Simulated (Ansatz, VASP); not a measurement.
## Two plane-wave programs on NaI

File INCAR:

```
  PREC = Accurate
  ENCUT = 520
  EDIFF = 1E-6
  ISMEAR = 0
  SIGMA = 0.05
  LREAL = False
  LASPH = True
  NELM = 80
  ALGO = Normal
  ISIF = 2
  LWAVE = False
  LCHARG = False
  GGA = PS
  NBANDS = 14
```

The input KPOINTS:

```
regular mesh
0
Gamma
  6 6 6
```

File POSCAR:

```
NaI
1.0
    0.0000000000      3.2364000000      3.3334920000
    3.2364000000      0.0000000000      3.3334920000
    3.2364000000      3.2364000000      0.0000000000
Na I
1 1
Direct
    0.0000000000      0.0000000000      0.0000000000
    0.5000000000      0.5000000000      0.5000000000
```

Input for Ansatz:

```yaml
crystal:
  lattice:
    - [0.0, 3.2364, 3.333492]
    - [3.2364, 0.0, 3.333492]
    - [3.2364, 3.2364, 0.0]
  atoms:
    - { symbol: Na, position: [0.0, 0.0, 0.0] }
    - { symbol: I, position: [0.5, 0.5, 0.5] }
basis:
  ecutwfc: 420
kpoints:
  mp_grid: { grid: [6, 6, 6] }
hamiltonian:
  xc: pbesol
scf:
  occupations: { method: gaussian, width: 0.05 }
output:
  forces: true
  stress: true
  eigenvalues: true
```

Change from the starting cell: strain +0.000 along x and y, +0.030 along z, atoms carried along.

Alike in both runs: task single point; functional PBEsol; k mesh 6 × 6 × 6; occupations gaussian, width 0.05 eV; no spin polarisation.

```csv
,VASP,Ansatz
version,VASP 6.6.1,Ansatz 0.2.0
potentials or method,"VASP PAW PBE potentials, release 64 (Na_pv, I), cutoff 520 eV","scalar-relativistic, plane waves, PAW"
valence electrons in the cell,14,26
```

|  | VASP | Ansatz | Ansatz less VASP |
| --- | --- | --- | --- |
| gap on the k mesh at the Fermi level (eV) | 3.42 | 3.42 | +0.004 |
| least direct gap on the mesh (eV) | 3.42 | 3.42 | +0.004 |
| pressure (GPa) | -0.8 | -0.9 | -0.03 |
| traceless stress, the component that is largest in VASP (GPa) | -0.37 | -0.36 | +0.005 |

VASP's potentials were made for PBE, not for PBEsol. VASP's potentials hold 14 valence electrons a cell and Ansatz's 26, so a difference there can come from the potentials and not from the codes.

Spin-orbit coupling is off throughout.
